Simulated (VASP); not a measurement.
Input of a VASP 6.6.1 run:

INCAR

```
PREC = Accurate
ENCUT = 520
EDIFF = 1E-6
ISMEAR = -1
SIGMA = 0.05
LREAL = F
LASPH = T
NELM = 150
ALGO = Normal
ISIF = 2
LWAVE = F
LCHARG = F
ISPIN = 2
MAGMOM = 0 0 3 3 0 0 0 0 0
LORBIT = 11
LMAXMIX = 4
GGA = PE
NBANDS = 47
```

The input KPOINTS:

```
Automatic mesh
0
Gamma
  5 5 2
```

File POSCAR:

```
CsLiCr2Te2S3
1.0
    3.6129730742      0.0000000000      0.0000000000
   -1.8064865371      3.1289264655      0.0000000000
    0.0000000000      0.0000000000     18.6259112747
Cs Li Cr Te S
1 1 2 2 3
Direct
    0.0000000000      0.0000000000      0.3811020452
    0.6666666667      0.3333333333      0.0155714575
    0.0000000000      0.0000000000      0.8605356248
    0.3333333333      0.6666666667      0.1694496881
    0.3333333333      0.6666666667      0.5477978922
    0.6666666667      0.3333333333      0.7654711746
    0.0000000000      0.0000000000      0.0995797007
    0.3333333333      0.6666666667      0.9242503437
    0.6666666667      0.3333333333      0.2362520732
```

Potentials or basis: VASP PAW PBE potentials, release 64 (Cs_sv, Li_sv, Cr_pv, Te, S).

The run is started by

```console
$ cat potpaw_PBE.64/Cs_sv/POTCAR potpaw_PBE.64/Li_sv/POTCAR potpaw_PBE.64/Cr_pv/POTCAR potpaw_PBE.64/Te/POTCAR potpaw_PBE.64/S/POTCAR > POTCAR
$ mpirun -np 1 vasp_std > vasp.out
```

Predict the net moment.

5.62 μB per cell.

What does it give for the site moments?

Cs -0.00; Li -0.00; Cr +2.77, +2.94; Te +0.02, -0.18; S -0.06, -0.09, -0.08 μB.

Estimate the largest force.

0.012 eV/Å.

Forces in eV/Å, atoms in the order of the input:
```
Cs   0.000  0.000  0.005
Li   0.000  0.000  0.007
Cr   0.000  0.000  0.001
Cr   0.000  0.000 -0.006
Te   0.000  0.000  0.010
Te   0.000  0.000 -0.005
S    0.000  0.000 -0.006
S    0.000  0.000  0.005
S    0.000  0.000 -0.012
```

Caveat: the k points lie up to 0.40 Å⁻¹ apart; only a ferromagnetic start was run, and an antiferromagnetic order may lie lower in energy.
